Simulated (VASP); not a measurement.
# Ag (P6_3/mmc) in VASP: notebook

Ag is run at these levels: LDA; tasks: electric field gradients, single point.

Program: VASP 6.6.1. These are calculated values, not measurements. Logs are shortened: lines on timing, memory, paths and dates and some standing lists are left out, and cuts for length are marked.

## (1) The cell of the first run

Symmetry: P6_3/mmc, No. 194, hexagonal system. The conventional cell has a = 2.886 Å, b = 2.886 Å, c = 10.000 Å, α = 90.00°, β = 90.00°, γ = 120.00°. Within 3.8 Å of Ag (site symmetry -6m2) lie 12 Ag at 2.89 to 3.00 Å. Within 3.8 Å of Ag (site symmetry -3m) lie 12 Ag at 2.89 to 3.00 Å.

This isn't the form of Ag at room conditions, which is fcc.

## (2) Electric field gradients, LDA

Contents of INCAR:

```
SYSTEM = Ag
PREC = Accurate
ENCUT = 520
EDIFF = 1E-8
ISMEAR = -1
SIGMA = 0.08
LREAL = .False.
LASPH = .True.
NELM = 60
ALGO = Normal
ISIF = 2
LWAVE = .False.
LCHARG = .False.
GGA = CA
LEFG = .True.
NBANDS = 30
```

Contents of KPOINTS:

```
regular mesh
0
Gamma
  14 14 4
  0 0 0
```

Contents of POSCAR:

```
Ag
1.0
    2.8861989086      0.0000000000      0.0000000000
   -1.4430994543      2.4995215753      0.0000000000
    0.0000000000      0.0000000000     10.0000000000
Ag
4
Direct
    0.3333333333      0.6666666667      0.2500000000
    0.6666666667      0.3333333333      0.7500000000
    0.0000000000      0.0000000000      0.0000000000
    0.0000000000      0.0000000000      0.5000000000
```

Potentials or basis: VASP PAW LDA potentials, release 64 (Ag).

Started as:

```console
$ cat potpaw_LDA.64/Ag/POTCAR > POTCAR
$ mpirun -np 1 vasp_std > vasp.out
```

OUTCAR:

```text
SYSTEM = Ag
   PREC = Accurate
   ENCUT = 520
   EDIFF = 1E-8
   ISMEAR = -1
   LREAL = .False.
   LASPH = .True.
   NELM = 60
   ISIF = 2
   GGA = CA

 ion  position               nearest neighbor table
   1  0.333  0.667  0.250-   3 3.00   4 3.00   3 3.00   4 3.00   3 3.00   4 3.00
   2  0.667  0.333  0.750-   3 3.00   4 3.00   3 3.00   4 3.00   3 3.00   4 3.00
   3  0.000  0.000  0.000-   1 3.00   2 3.00   2 3.00   1 3.00   2 3.00   1 3.00
   4  0.000  0.000  0.500-   1 3.00   2 3.00   2 3.00   1 3.00   2 3.00   1 3.00

  LATTYP: Found a hexagonal cell.
 ALAT       =     2.8861989086
 C/A-ratio  =     3.4647646668

  Lattice vectors:

 A1 = (   2.8861989086,   0.0000000000,   0.0000000000)
 A2 = (  -1.4430994543,   2.4995215753,   0.0000000000)
 A3 = (   0.0000000000,   0.0000000000,  10.0000000000)

Analysis of symmetry for initial positions (statically):
=====================================================================
 Subroutine PRICEL returns:
 Original cell was already a primitive cell.

 Routine SETGRP: Setting up the symmetry group for a
 hexagonal supercell.

 Subroutine GETGRP returns: Found 24 space group operations
 (whereof 12 operations were pure point group operations)
 out of a pool of 24 trial point group operations.

The static configuration has the point symmetry D_3d.
 The point group associated with its full space group is D_6h.

Analysis of symmetry for dynamics (positions and initial velocities):
=====================================================================
 Subroutine PRICEL returns:
 Original cell was already a primitive cell.

 Routine SETGRP: Setting up the symmetry group for a
 hexagonal supercell.

 Subroutine GETGRP returns: Found 24 space group operations
 (whereof 12 operations were pure point group operations)
 out of a pool of 24 trial point group operations.

The dynamic configuration has the point symmetry D_3d.
 The point group associated with its full space group is D_6h.

 Subroutine INISYM returns: Found 24 space group operations
 (whereof 12 operations are pure point group operations),
 and found     1 'primitive' translations

[... 139 lines left out ...]
  ---------------------------------------------------
  ext. energy  EPLUGINS =         0.00000000
  ---------------------------------------------------
  free energy    TOTEN  =       -14.76455238 eV

  energy without entropy =      -14.73643790  energy(sigma->0) =      -14.75049514

 E-fermi :   7.3448     XC(G=0): -12.2527

 val. band max:        7.3065786418   @ k =   0.2143   0.0714   0.5000
 cond. band min:       7.3466715776   @ k =   0.3571   0.0000   0.2500
 fundamental gap:      0.0400929358
 Fermi energy:         7.3448172233

 k-point     1 :       0.0000    0.0000    0.0000
  band No.  band energies     occupation
      1      -0.0448      2.00000
      2       1.1327      2.00000
      3       1.1355      2.00000
      4       1.2517      2.00000
      5       2.5762      2.00000
      6       2.8206      2.00000
[... 781 lines left out ...]
     29      13.8718      0.00000
     30      16.0203      0.00000

 [... further k-points ...]
[... 5 lines left out ...]
  --------------------------------------------------------------------------------------
  -------------------------------------------------------------------------------------
  Total       -4.4193457     -4.4193457     -6.0992097      0.0000000      0.0000000      0.0000000
  in kB      -98.1488944    -98.1488944   -135.4568580      0.0000000      0.0000000      0.0000000
  external PRESSURE =    -110.5848823 kB  Pullay stress =       0.0000000 kB

 VOLUME and BASIS-vectors are now :
 -----------------------------------------------------------------------------
  energy-cutoff  :      520.00
  volume of cell :       72.14
      direct lattice vectors                 reciprocal lattice vectors
     2.886198909  0.000000000  0.000000000     0.346476467  0.200038281  0.000000000
    -1.443099454  2.499521575  0.000000000     0.000000000  0.400076563  0.000000000
     0.000000000  0.000000000 10.000000000     0.000000000  0.000000000  0.100000000

 POSITION                                       TOTAL-FORCE (eV/Angst)
 -----------------------------------------------------------------------------------
     -0.00000      1.66635      2.50000         0.000000      0.000000      0.000000
      1.44310      0.83317      7.50000        -0.000000     -0.000000     -0.000000
      0.00000      0.00000      0.00000         0.000000      0.000000     -0.000000
      0.00000      0.00000      5.00000         0.000000      0.000000     -0.000000
 -----------------------------------------------------------------------------------
    total drift:                               -0.000000      0.000000     -0.000000

  FREE ENERGIE OF THE ION-ELECTRON SYSTEM (eV)
  ---------------------------------------------------
  free  energy   TOTEN  =       -14.7645523820 eV

  energy  without entropy=      -14.7364378972  energy(sigma->0) =      -14.75049514

 Electric field gradients (V/A^2)
---------------------------------------------------------------------
 ion       V_xx      V_yy      V_zz      V_xy      V_xz      V_yz
---------------------------------------------------------------------
   1      -5.548    -5.549    11.097    -0.000     0.000     0.000
   2      -5.548    -5.549    11.097    -0.000     0.000    -0.000
   3      -5.018    -5.018    10.036    -0.000     0.000    -0.000
   4      -5.018    -5.018    10.036    -0.000    -0.000     0.000
---------------------------------------------------------------------

 Electric field gradients after diagonalization (V/A^2)
 (convention: |V_zz| > |V_xx| > |V_yy|)
----------------------------------------------------------------------
 ion       V_xx      V_yy      V_zz     asymmetry (V_yy - V_xx)/ V_zz
----------------------------------------------------------------------
   1      -5.549    -5.548    11.097       0.000
   2      -5.549    -5.548    11.097       0.000
   3      -5.018    -5.017    10.036       0.000
   4      -5.018    -5.017    10.036       0.000
----------------------------------------------------------------------

           NMR quadrupolar parameters

 Cq : quadrupolar parameter    Cq=e*Q*V_zz/h
 eta: asymmetry parameters     (V_yy - V_xx)/ V_zz
 Q  : nuclear electric quadrupole moment in mb (millibarn)
----------------------------------------------------------------------
 ion       Cq(MHz)       eta       Q (mb)
----------------------------------------------------------------------
   1       0.027       0.000       1.000
   2       0.027       0.000       1.000
   3       0.024       0.000       1.000
   4       0.024       0.000       1.000
----------------------------------------------------------------------
```

stdout:

```text
POSCAR found type information on POSCAR Ag
 POSCAR found :  1 types and       4 ions
 scaLAPACK will be used
 LDA part: xc-table for (Slater(with rela. corr.)+CA(PZ))
 , standard interpolation
 POSCAR, INCAR and KPOINTS ok, starting setup
 FFT: planning ... GRIDC
 FFT: planning ... GRID_SOFT
 FFT: planning ... GRID
 WAVECAR not read
 entering main loop
ion   1

ion   2

ion   3

ion   4
```

Run time: 3.9 min. Hardware: 1 thread of Intel Xeon 8259CL, shared host; peak memory 0.24 GiB.

What came out:

```
Free energy                             : -14.7646 eV
Pressure                                : -11.1 GPa
Band gap on the k mesh                  : zero (bands 22 and 23 overlap by 6.02 eV)
Largest electric field gradient by atom : Ag +11.1, +10.0 (each value once) V/Å²
```

Stress tensor (GPa, compression positive):
```
 -9.81   0.00   0.00
  0.00  -9.81   0.00
  0.00   0.00 -13.55
```

Electric field gradients, principal values (V/Å²):
```tsv
atom	least	middle	greatest (by size)
1 Ag	-5.548	-5.549	11.097
2 Ag	-5.548	-5.549	11.097
3 Ag	-5.017	-5.018	10.036
4 Ag	-5.017	-5.018	10.036
```

Caveat: the cell stands under tension; without QUAD_EFG the Cq values of the log hold for a quadrupole moment of 1 mb, not for the nuclei.

## (3) Single point, LDA

POSCAR is that of step 2.

Contents of INCAR.step1:

```
PREC = Accurate
ENCUT = 520
EDIFF = 1E-6
ISMEAR = -1
SIGMA = 0.08
LREAL = F
LASPH = T
NELM = 80
ALGO = Normal
ISIF = 2
LWAVE = F
LCHARG = T
LMAXMIX = 4
NBANDS = 30
```

Contents of KPOINTS.step1:

```
Automatic mesh
0
Gamma
  14 14 4
```

Contents of INCAR.step2:

```
PREC = Accurate
ENCUT = 520
EDIFF = 1E-6
ISMEAR = -5
SIGMA = 0.08
LREAL = F
LASPH = T
NELM = 80
ALGO = Normal
ISIF = 2
LWAVE = F
LCHARG = F
LMAXMIX = 4
LORBIT = 11
NEDOS = 2001
ICHARG = 11
```

Contents of KPOINTS.step2:

```
Automatic mesh
0
Gamma
  21 21 6
```

Potentials or basis: VASP PAW LDA potentials, release 64 (Ag).

Started as:

```console
$ cat potpaw_LDA.64/Ag/POTCAR > POTCAR
$ cp INCAR.step1 INCAR
$ cp KPOINTS.step1 KPOINTS
$ mpirun -np 1 vasp_std > vasp.out
$ cp INCAR.step2 INCAR
$ cp KPOINTS.step2 KPOINTS
$ mpirun -np 1 vasp_std > vasp.out
```

It took 8.4 min on 1 thread of Intel Xeon 8259CL, shared host; peak memory 0.36 GiB.

Results (log left out):

```
Valence electrons inside the program's atomic spheres : Ag 9.82
```

Levels at points of the mesh, in eV from the Fermi level:
```csv
k point,band 19,band 20,band 21,band 22,band 23,band 24,band 25,band 26
"(0.00, 0.00, 0.00)",-3.43,-3.32,-3.32,-3.00,-3.00,-0.69,2.48,9.45
"(0.00, 0.00, 0.50)",-3.12,-3.12,-3.12,-3.12,-2.62,-2.62,5.17,5.17
```

Caveat: tetrahedron occupations give inexact forces and stress in metals.
